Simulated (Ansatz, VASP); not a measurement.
# Two plane-wave programs on BaTiO3

File INCAR:

```
SYSTEM = BaTiO3
ALGO     = Normal         ! electronic algorithm
EDIFF    = 1E-6           ! SCF threshold, eV
ENCUT    = 520            ! plane-wave cutoff, eV
GGA      = PE             ! functional
ISIF     = 2              ! what is computed and relaxed
ISMEAR   = 0              ! smearing method
LASPH    = .True.         ! aspherical terms in the spheres
LCHARG   = .False.        ! write CHGCAR
LDAU     = .True.         ! DFT+U
LDAUJ    = 0 0 0        
LDAUL    = -1 2 -1        ! shell
LDAUPRINT= 1            
LDAUTYPE = 2            
LDAUU    = 0 4 0          ! U, eV
LMAXMIX  = 4              ! l up to which the mixer works
LREAL    = .False.        ! projectors in reciprocal space
LWAVE    = .False.        ! write WAVECAR
NBANDS   = 28             ! bands
NELM     = 150            ! most SCF steps
PREC     = Accurate       ! precision mode
SIGMA    = 0.05           ! smearing width, eV
```

KPOINTS

```
k-points
0
Gamma
  6 6 6
  0 0 0
```

Contents of POSCAR:

```
BaTiO3
1.0
    2.8603720851      1.6514365933      2.3812443820
   -2.8603720851      1.6514365933      2.3812443820
    0.0000000000     -3.3028731867      2.3812443820
Ba Ti O
1 1 3
Direct
    0.0026800181      0.0026800181      0.0026800181
    0.5127992509      0.5127992509      0.5127992509
    0.4903227049      0.4903227049      0.9825753212
    0.4903227049      0.9825753212      0.4903227049
    0.9825753212      0.4903227049      0.4903227049
```

Input for Ansatz:

```yaml
crystal:
  lattice:
    - [2.8603720851, 1.6514365933, 2.381244382]
    - [-2.8603720851, 1.6514365933, 2.381244382]
    - [0.0, -3.3028731867, 2.381244382]
  atoms:
    - { symbol: Ba, position: [0.0026800181, 0.0026800181, 0.0026800181] }
    - { symbol: Ti, position: [0.5127992509, 0.5127992509, 0.5127992509] }
    - { symbol: O, position: [0.4903227049, 0.4903227049, 0.9825753212] }
    - { symbol: O, position: [0.4903227049, 0.9825753212, 0.4903227049] }
    - { symbol: O, position: [0.9825753212, 0.4903227049, 0.4903227049] }
basis:
  ecutwfc: 420
kpoints:
  mp_grid: { grid: [6, 6, 6] }
hamiltonian:
  xc: pbe
  hubbard: { sites: [{ species: Ti, l: d, u_eff: 4.0 }] }
scf:
  occupations: { method: gaussian, width: 0.05 }
output:
  forces: true
  stress: true
  eigenvalues: true
```

Change from the starting cell: strain +0.000 along x and y, +0.015 along z, atoms carried along.

Alike in both runs: task single point; functional PBE; k mesh 6 × 6 × 6; occupations gaussian, width 0.05 eV; no spin polarisation; Hubbard terms Ti d U = 4.0 eV.

```csv
,VASP,Ansatz
version,VASP 6.6.1,Ansatz 0.2.0
potentials or method,"VASP PAW PBE potentials, release 64 (Ba_sv, Ti_sv, O), cutoff 520 eV","scalar-relativistic, plane waves, PAW"
valence electrons in the cell,40,40
```

Ansatz gave:

```
gap on the k mesh at the Fermi level (eV)                     : 2.60
least direct gap on the mesh (eV)                             : 2.97
pressure (GPa)                                                : -2.1
traceless stress, the component that is largest in VASP (GPa) : -2.02
rms of the force components (eV/Å)                            : 0.062
```

Estimate VASP's values.

gap on the k mesh at the Fermi level (eV): 2.58; least direct gap on the mesh (eV): 2.96; pressure (GPa): 1.1; traceless stress, the component that is largest in VASP (GPa): -2.36; rms of the force components (eV/Å): 0.163.

The programs project onto different local orbitals, so the same U acts differently, and such runs can settle in different states. Atom by atom the forces differ by 0.224 eV/Å (rms over components).

Spin-orbit coupling is off throughout.
